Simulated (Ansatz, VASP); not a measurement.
## MnO: VASP beside Ansatz

```
CELL_PARAMETERS angstrom
0.00000 2.17756 2.22200
2.17756 0.00000 2.22200
2.17756 2.17756 0.00000
ATOMIC_POSITIONS crystal
Mn 0.00000 0.00000 0.00000
O 0.50000 0.50000 0.50000
```

Change from the starting cell: equal xx and yy strain of -2 %, crystal datasets.

Alike in both runs: task electric field gradients; functional PBE; k mesh 16 × 16 × 16; occupations fermi-dirac, width 0.05 eV; collinear spin.

|  | VASP | Ansatz |
| --- | --- | --- |
| version | VASP 6.6.1 | Ansatz 0.2.0 |
| potentials or method | VASP PAW PBE potentials, release 64 (Mn_pv, O), cutoff 520 eV | all-electron PAW with datasets made for the crystal, scalar-relativistic |

VASP gave:

* pressure (GPa): 4.7
* traceless stress, the component that is largest in VASP (GPa): -0.22
* net moment per atom (μB): 2.32
* size of the moment on the site where the two differ most (μB): 4.23
* size of Vzz on the site where it differs most (V/Å²): 5.7

Estimate Ansatz's values.

pressure (GPa): 4.4; traceless stress, the component that is largest in VASP (GPa): -0.12; net moment per atom (μB): 2.32; size of the moment on the site where the two differ most (μB): 3.93; size of Vzz on the site where it differs most (V/Å²): 5.3.

Site moments also hang on the region over which each program counts them. Ansatz ran all-electron here, and VASP with PAW potentials.
